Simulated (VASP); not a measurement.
Write the native input for VASP 6.6.1 that does the following.

```yaml
Task: single point
Functional: PBE
Potentials_or_basis: VASP PAW PBE potentials, release 64 (Y_sv, N)
Cutoff: 520 eV
k_mesh: 16 × 16 × 16
Occupations: gaussian, width 0.1 eV
Spin: no spin polarisation
Dipole_correction: no
Further_INCAR_settings: ALGO = Normal; EDIFF = 1e-06; NBANDS = 27
```

The structure of Y3N lies in POSCAR:

```
Y3N
1.0
   -2.0026875609      2.0026875609      5.9787137757
    2.0026875609     -2.0026875609      5.9787137757
    2.0026875609      2.0026875609     -5.9787137757
Y N
3 1
Direct
    0.5000000000      0.5000000000      0.0000000000
    0.2500000000      0.7500000000      0.5000000000
    0.7500000000      0.2500000000      0.5000000000
    0.0000000000      0.0000000000      0.0000000000
```

The input as run:

INCAR

```
SYSTEM = Y3N
  ALGO = Normal
  EDIFF = 1E-6
  ENCUT = 520
  GGA = PE
  ISIF = 2
  ISMEAR = 0
  LASPH = .True.
  LCHARG = .False.
  LREAL = .False.
  LWAVE = .False.
  NBANDS = 27
  NELM = 80
  PREC = Accurate
  SIGMA = 0.1
```

KPOINTS

```
k-points
0
Gamma
  16 16 16
  0 0 0
```

Potentials or basis: VASP PAW PBE potentials, release 64 (Y_sv, N).

Run with:

```console
$ cat potpaw_PBE.64/Y_sv/POTCAR potpaw_PBE.64/N/POTCAR > POTCAR
$ mpirun -np 1 vasp_std > vasp.out
```

Results of the run:

The pressure is -0.1 GPa. The band gap on the k mesh is zero (bands 19 and 20 overlap by 1.07 eV).

Run time: 30 min on 1 thread of Intel(R) Xeon(R) Platinum 8259CL CPU @ 2.50GHz (Skylake/Cascade Lake) (shared host), peak memory 0.97 GiB.
